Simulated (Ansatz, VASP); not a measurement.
## One calculation of CuO, two programs

POSCAR

```
CuO
1.0
    1.9909680000     -2.1535500000      0.0000000000
    1.9909680000      2.1535500000      0.0000000000
    0.0000000000      0.0000000000      5.1559280000
Cu O
2 2
Direct
    0.0000000000      0.5000000000      0.0000000000
    0.5000000000      0.0000000000      0.5000000000
    0.5000000000      0.5000000000      0.2500000000
    0.5000000000      0.5000000000      0.7500000000
```

The input INCAR.step1:

```
SYSTEM = CuO
PREC     = Accurate       ! precision mode
ENCUT    = 520            ! plane-wave cutoff, eV
ISMEAR   = 0              ! smearing method
SIGMA    = 0.1            ! smearing width, eV
LREAL    = .False.        ! projectors in reciprocal space
LASPH    = .True.         ! aspherical terms in the spheres
NELM     = 150            ! most SCF steps
ISPIN    = 2              ! spin polarisation
MAGMOM   = 0.69 0.69 0.36 0.36 ! initial moments
LMAXMIX  = 4              ! l up to which the mixer works
NBANDS   = 29             ! bands
GGA      = PE             ! functional
ALGO     = Normal         ! electronic algorithm
EDIFF    = 1E-4           ! SCF threshold, eV
LWAVE    = .True.         ! write WAVECAR
LCHARG   = .False.        ! write CHGCAR
```

Contents of INCAR.step2:

```
SYSTEM = CuO
PREC     = Accurate       ! precision mode
ENCUT    = 520            ! plane-wave cutoff, eV
EDIFF    = 1E-6           ! SCF threshold, eV
ISMEAR   = 0              ! smearing method
SIGMA    = 0.1            ! smearing width, eV
LREAL    = .False.        ! projectors in reciprocal space
LASPH    = .True.         ! aspherical terms in the spheres
NELM     = 150            ! most SCF steps
ALGO     = Normal         ! electronic algorithm
ISIF     = 2              ! what is computed and relaxed
LWAVE    = .False.        ! write WAVECAR
LCHARG   = .True.         ! write CHGCAR
ISPIN    = 2              ! spin polarisation
MAGMOM   = 0.69 0.69 0.36 0.36 ! initial moments
LORBIT   = 11             ! projections on sites
LMAXMIX  = 4              ! l up to which the mixer works
METAGGA  = R2SCAN         ! meta-GGA
LMIXTAU  = .True.       
LELF     = .True.         ! ELF
LVHAR    = .True.       
NBANDS   = 29             ! bands
ISTART   = 1
```

KPOINTS

```
Automatic mesh
0
Gamma
  2 2 2
  0 0 0
```

Input for Ansatz:

```yaml
crystal:
  lattice:
    - [1.990968, -2.15355, 0.0]
    - [1.990968, 2.15355, 0.0]
    - [0.0, 0.0, 5.155928]
  atoms:
    - { symbol: Cu, position: [0.0, 0.5, 0.0], spin: 0.69 }
    - { symbol: Cu, position: [0.5, 0.0, 0.5], spin: 0.69 }
    - { symbol: O, position: [0.5, 0.5, 0.25], spin: 0.36 }
    - { symbol: O, position: [0.5, 0.5, 0.75], spin: 0.36 }
basis:
  ecutwfc: 500
kpoints:
  mp_grid: { grid: [2, 2, 2] }
hamiltonian:
  xc: r2scan
scf:
  occupations: { method: gaussian, width: 0.1 }
output:
  forces: true
  stress: true
  eigenvalues: true
  populations: true
magnetization:
  spin_polarized: true
```

Alike in both runs: task single point; functional r2SCAN; k mesh 2 × 2 × 2; occupations gaussian, width 0.1 eV; collinear spin.

|  | VASP | Ansatz |
| --- | --- | --- |
| version | VASP 6.6.1 | Ansatz 0.2.0 |
| potentials or method | VASP PAW PBE potentials, release 64 (Cu, O), cutoff 520 eV | scalar-relativistic, plane waves, PAW |
| valence electrons in the cell | 34 | 50 |

```csv
,VASP,Ansatz,Ansatz less VASP
gap on the k mesh at the Fermi level (eV),none,none,-
pressure (GPa),-0.4,-1.0,-0.60
"traceless stress, the component that is largest in VASP (GPa)",-8.20,-3.85,+4.344
net moment per atom (μB),0.00,0.44,+0.437
size of the moment on the site where the two differ most (μB),0.00,0.55,+0.550
```

The net moments are unlike, so the other rows may belong to different states. VASP's potentials were made for PBE, not for r2SCAN. Site moments also hang on the region over which each program counts them. A gap of «none» marks a metal or a gap that the smearing closes. VASP's potentials hold 34 valence electrons a cell and Ansatz's 50, so a difference there can come from the potentials and not from the codes. Ansatz's warnings: stability check not made.

The k mesh is coarse, so the values compare programs but aren't converged.
